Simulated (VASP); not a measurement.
# GaP (F-43m) in VASP: notebook, part 3 of 3

VASP 6.6.1. Earlier steps stand in the parts before.

## Step 5: Electric field gradients, PBEsol (volume scaled by 0.99)

INCAR

```
PREC = Accurate ; ENCUT = 520
EDIFF = 1E-8 ; ISMEAR = -1
SIGMA = 0.08 ; LREAL = F
LASPH = T ; NELM = 80
ALGO = Normal ; ISIF = 2
LWAVE = F ; LCHARG = F
GGA = PS ; LEFG = T
NBANDS = 16
```

KPOINTS

```
Automatic mesh
0
Gamma
  12 12 12
```

POSCAR

```
GaP
1.0
    0.0000000000      2.7161353834      2.7161353834
    2.7161353834      0.0000000000      2.7161353834
    2.7161353834      2.7161353834      0.0000000000
Ga P
1 1
Direct
    0.0000000000      0.0000000000      0.0000000000
    0.7500000000      0.7500000000      0.7500000000
```

Potentials or basis: VASP PAW PBE potentials, release 64 (Ga_d, P).

Launch:

```console
> cat potpaw_PBE.64/Ga_d/POTCAR potpaw_PBE.64/P/POTCAR > POTCAR
> mpirun -np 1 vasp_std > vasp.out
```

OUTCAR:

```text
PREC = Accurate
   ENCUT = 520
   EDIFF = 1E-8
   ISMEAR = -1
   LREAL = F
   LASPH = T
   NELM = 80
   ISIF = 2
   GGA = PS

 ion  position               nearest neighbor table
   1  0.000  0.000  0.000-   2 2.35   2 2.35   2 2.35   2 2.35
   2  0.750  0.750  0.750-   1 2.35   1 2.35   1 2.35   1 2.35

  LATTYP: Found a face centered cubic cell.
 ALAT       =     5.4322707668

  Lattice vectors:

 A1 = (   0.0000000000,   2.7161353834,   2.7161353834)
 A2 = (   2.7161353834,   0.0000000000,   2.7161353834)
 A3 = (   2.7161353834,   2.7161353834,   0.0000000000)

Analysis of symmetry for initial positions (statically):
[... 5 lines left out ...]
 face centered cubic supercell.

 Subroutine GETGRP returns: Found 24 space group operations
 (whereof 24 operations were pure point group operations)
 out of a pool of 48 trial point group operations.

The static configuration has the point symmetry T_d .

Analysis of symmetry for dynamics (positions and initial velocities):
[... 5 lines left out ...]
 face centered cubic supercell.

 Subroutine GETGRP returns: Found 24 space group operations
 (whereof 24 operations were pure point group operations)
 out of a pool of 48 trial point group operations.

The dynamic configuration has the point symmetry T_d .

 Subroutine INISYM returns: Found 24 space group operations
 (whereof 24 operations are pure point group operations),
 and found     1 'primitive' translations

----------------------------------------------------------------------------------------

                                     Primitive cell

  volume of cell :      40.0760

  direct lattice vectors                    reciprocal lattice vectors
     0.000000000  2.716135383  2.716135383    -0.184085080  0.184085080  0.184085080
     2.716135383  0.000000000  2.716135383     0.184085080 -0.184085080  0.184085080
     2.716135383  2.716135383  0.000000000     0.184085080  0.184085080 -0.184085080

  length of vectors
     3.841195496  3.841195496  3.841195496     0.318844712  0.318844712  0.318844712

  position of ions in fractional coordinates (direct lattice)
     0.000000000  0.000000000  0.000000000
     0.750000000  0.750000000  0.750000000

  ion indices of the primitive-cell ions
   primitive index   ion index
                 1           1
                 2           2

----------------------------------------------------------------------------------------

 KPOINTS: Automatic mesh

Automatic generation of k-mesh.
 Grid dimensions read from file:
 generate k-points for:   12   12   12

 Generating k-lattice:

  Cartesian coordinates                     Fractional coordinates (reciprocal lattice)
    -0.015340423  0.015340423  0.015340423     0.083333333  0.000000000  0.000000000
     0.015340423 -0.015340423  0.015340423     0.000000000  0.083333333  0.000000000
     0.015340423  0.015340423 -0.015340423     0.000000000  0.000000000  0.083333333

[... 53 lines left out ...]
   LASPH  =      T    aspherical Exc in radial PAW
   ENCUT  =  520.0 eV  38.22 Ry    6.18 a.u.   7.14  7.14  7.14*2*pi/ulx,y,z
   NELM   =     80;   NELMIN=  2; NELMDL= -5     # of ELM steps
   EDIFF  = 0.1E-07   stopping-criterion for ELM
   LREAL  =      F    real-space projection
   EDIFFG = 0.1E-06   stopping-criterion for IOM
   NSW    =      0    number of steps for IOM
   IBRION =     -1    ionic relax: 0-MD 1-quasi-New 2-CG
   NFREE  =      0    steps in history (QN), initial steepest desc. (CG)
   ISIF   =      2    stress and relaxation
   ISYM   =      2    0-nonsym 1-usesym 2-fastsym
   POTIM  = 0.5000    time-step for ionic-motion
   TEBEG  =    0.0;   TEEND  =   0.0 temperature during run
   PSTRESS=    0.0 pullay stress
   NELECT =      18.0000    total number of electrons
   NUPDOWN=      -1.0000    fix difference up-down
   EMIN   =  10.00;   EMAX   =-10.00  energy-range for DOS
   EFERMI =   0.00;   METHOD = LEGACY
   ISMEAR =    -1;   SIGMA  =   0.08  broadening in eV -4-tet -1-fermi 0-gaus
   EFERMI_NEDOS =   21; number of points for ismear=-14 and -15
   IALGO  =     38    algorithm
   IMIX   =      4    mixing-type and parameters
     AMIX     =   0.40;   BMIX     =  1.00
     AMIX_MAG =   1.60;   BMIX_MAG =  1.00
  volume/ion in A,a.u.               =      20.04       135.22
  Fermi-wavevector in a.u.,A,eV,Ry     =   1.253731  2.369207 21.386190  1.571841
  Thomas-Fermi vector in A             =   2.387569
   LORBIT       =      0    0 simple, 1 ext, 2 COOP (PROOUT), +10 PAW based schemes
   GGA     = PS    functional components
   LHFCALC =     F    Hartree Fock is set to
   AEXX    =    0.0000 exact exchange contribution
   IVDW    =     0    specifies the selected vdW correction
   LEPSILON=     F    determine dielectric tensor
   LRPA    =     F    only Hartree local field effects (RPA)
 non-spin polarized calculation
  energy-cutoff  :      520.00
  volume of cell :       40.08
 maximum number of plane-waves:      1106
 NGX is ok and might be reduce to    30
   NGX = 15   NGY = 15   NGZ = 15

 number of electron      17.9999987 magnetization

 Free energy of the ion-electron system (eV)
  ---------------------------------------------------
  ext. energy  EPLUGINS =         0.00000000
  ---------------------------------------------------
  free energy    TOTEN  =        -9.92361070 eV

  energy without entropy =       -9.92360794  energy(sigma->0) =       -9.92360932

 E-fermi :   5.3890     XC(G=0): -10.0673

 val. band max:        4.6702958713   @ k =   0.0000   0.0000   0.0000
 cond. band min:       6.1226552383   @ k =   0.4167   0.4167   0.0000
 fundamental gap:      1.4523593669
 Fermi energy:         5.3889973844

 k-point     1 :       0.0000    0.0000    0.0000
  band No.  band energies     occupation
      1      -9.8865      2.00000
      2      -9.8865      2.00000
      3      -9.8865      2.00000
      4      -9.7826      2.00000
      5      -9.7826      2.00000
      6      -7.9299      2.00000
[... 433 lines left out ...]
      3      -9.8500      2.00000
      4      -9.7824      2.00000
      5      -9.7765      2.00000
      6      -5.5834      2.00000
[... 8 lines left out ...]
     15      15.0054      0.00000
     16      16.5699      0.00000

 [... further k-points ...]
[... 5 lines left out ...]
  --------------------------------------------------------------------------------------
  -------------------------------------------------------------------------------------
  Total        0.0592842      0.0592842      0.0592842      0.0000000      0.0000000      0.0000000
  in kB        2.3700929      2.3700929      2.3700929      0.0000000      0.0000000      0.0000000
  external PRESSURE =       2.3700929 kB  Pullay stress =       0.0000000 kB

 VOLUME and BASIS-vectors are now :
 -----------------------------------------------------------------------------
  energy-cutoff  :      520.00
  volume of cell :       40.08
      direct lattice vectors                 reciprocal lattice vectors
     0.000000000  2.716135383  2.716135383    -0.184085080  0.184085080  0.184085080
     2.716135383  0.000000000  2.716135383     0.184085080 -0.184085080  0.184085080
     2.716135383  2.716135383  0.000000000     0.184085080  0.184085080 -0.184085080

 POSITION                                       TOTAL-FORCE (eV/Angst)
 -----------------------------------------------------------------------------------
      0.00000      0.00000      0.00000        -0.000000     -0.000000     -0.000000
      4.07420      4.07420      4.07420         0.000000      0.000000      0.000000
 -----------------------------------------------------------------------------------
    total drift:                               -0.000000     -0.000000     -0.000000

  FREE ENERGIE OF THE ION-ELECTRON SYSTEM (eV)
  ---------------------------------------------------
  free  energy   TOTEN  =        -9.9236106985 eV

  energy  without entropy=       -9.9236079357  energy(sigma->0) =       -9.92360932

 Electric field gradients (V/A^2)
---------------------------------------------------------------------
 ion       V_xx      V_yy      V_zz      V_xy      V_xz      V_yz
---------------------------------------------------------------------
   1      -0.000     0.000     0.000    -0.001    -0.001    -0.001
   2      -0.000     0.000    -0.000    -0.000    -0.000    -0.000
---------------------------------------------------------------------

 Electric field gradients after diagonalization (V/A^2)
 (convention: |V_zz| > |V_xx| > |V_yy|)
----------------------------------------------------------------------
 ion       V_xx      V_yy      V_zz     asymmetry (V_yy - V_xx)/ V_zz
----------------------------------------------------------------------
   1       0.001     0.001    -0.001       0.000
   2       0.000     0.000    -0.000       0.000
----------------------------------------------------------------------

           NMR quadrupolar parameters

 Cq : quadrupolar parameter    Cq=e*Q*V_zz/h
 eta: asymmetry parameters     (V_yy - V_xx)/ V_zz
 Q  : nuclear electric quadrupole moment in mb (millibarn)
----------------------------------------------------------------------
 ion       Cq(MHz)       eta       Q (mb)
----------------------------------------------------------------------
   1      -0.000       0.000       1.000
   2      -0.000       0.000       1.000
----------------------------------------------------------------------
```

OSZICAR:

```text
N       E                     dE             d eps       ncg     rms          rms(c)
DAV:   1     0.821262284028E+02    0.82126E+02   -0.90422E+03  2368   0.162E+03
DAV:   2    -0.365834098549E+01   -0.85785E+02   -0.81834E+02  2640   0.312E+02
DAV:   3    -0.101028306876E+02   -0.64445E+01   -0.64234E+01  2904   0.664E+01
DAV:   4    -0.102093741474E+02   -0.10654E+00   -0.10652E+00  2824   0.942E+00
DAV:   5    -0.102114896555E+02   -0.21155E-02   -0.21154E-02  2976   0.117E+00    0.417E+00
DAV:   6    -0.996520133510E+01    0.24629E+00   -0.35043E-01  3592   0.115E+01    0.265E+00
DAV:   7    -0.992623207791E+01    0.38969E-01   -0.81813E-02  3288   0.223E+00    0.993E-01
DAV:   8    -0.992341711697E+01    0.28150E-02   -0.11963E-02  2808   0.128E+00    0.178E-01
DAV:   9    -0.992356187759E+01   -0.14476E-03   -0.10169E-03  3256   0.436E-01    0.645E-02
DAV:  10    -0.992358456286E+01   -0.22685E-04   -0.62101E-05  3480   0.822E-02    0.282E-02
DAV:  11    -0.992361069880E+01   -0.26136E-04   -0.27082E-05  2640   0.541E-02    0.621E-03
DAV:  12    -0.992361057874E+01    0.12005E-06   -0.10647E-06  2928   0.118E-02    0.446E-03
DAV:  13    -0.992361070384E+01   -0.12510E-06   -0.35421E-07  2968   0.490E-03    0.145E-03
DAV:  14    -0.992361069847E+01    0.53710E-08   -0.63928E-09  2344   0.793E-04
   1 F= -.99236107E+01 E0= -.99236093E+01  d E =-.276281E-05
```

Wall time 27 s (1 thread of AMD EPYC 9R45 (Zen 5), shared host); peak memory 0.17 GiB.

Results:

- Free energy: -9.9236 eV
- Pressure: 0.2 GPa
- Band gap on the k mesh: 1.45 eV, indirect (least direct gap 1.83 eV)

Levels at points of the mesh, in eV from the valence-band top:
```
           k point  band 7  band 8  band 9  band 10  band 11  band 12
(0.00, 0.00, 0.00)    0.00    0.00    0.00     1.83     3.83     3.83
(0.50, 0.00, 0.00)   -6.75   -1.14   -1.14     1.62     4.65     4.65
(0.50, 0.50, 0.00)   -6.85   -2.75   -2.75     1.50     1.71    10.63
```

Caveat: without QUAD_EFG the Cq values of the log hold for a quadrupole moment of 1 mb, not for the nuclei; the PAW data sets were made with another functional, which shifts forces and pressure a little. A k mesh can miss the band edges.

## Step 6: The runs side by side

```tsv
task	cell	k mesh for the DOS	occupations for the DOS	gap on the mesh (eV)	pressure (GPa)
density of states	a = 3.854 Å, angles 60.0°, 2 atoms	18 × 18 × 18	tetrahedron	-	-
electric field gradients	a = 3.802 Å, angles 60.0°, 2 atoms	-	-	1.40	3.1
electric field gradients	a = 3.841 Å, angles 60.0°, 2 atoms	-	-	1.45	0.2
```

Alike in all rows: level PBEsol; potentials or basis VASP PAW PBE potentials, release 64 (Ga_d, P); no spin polarisation; k mesh 12 × 12 × 12; cutoff (eV) 520; smearing fermi-dirac 0.08 eV.

Caveats: the PAW data sets were made with another functional, which shifts forces and pressure a little.

Absolute energies hang on the potentials; compare differences alone.
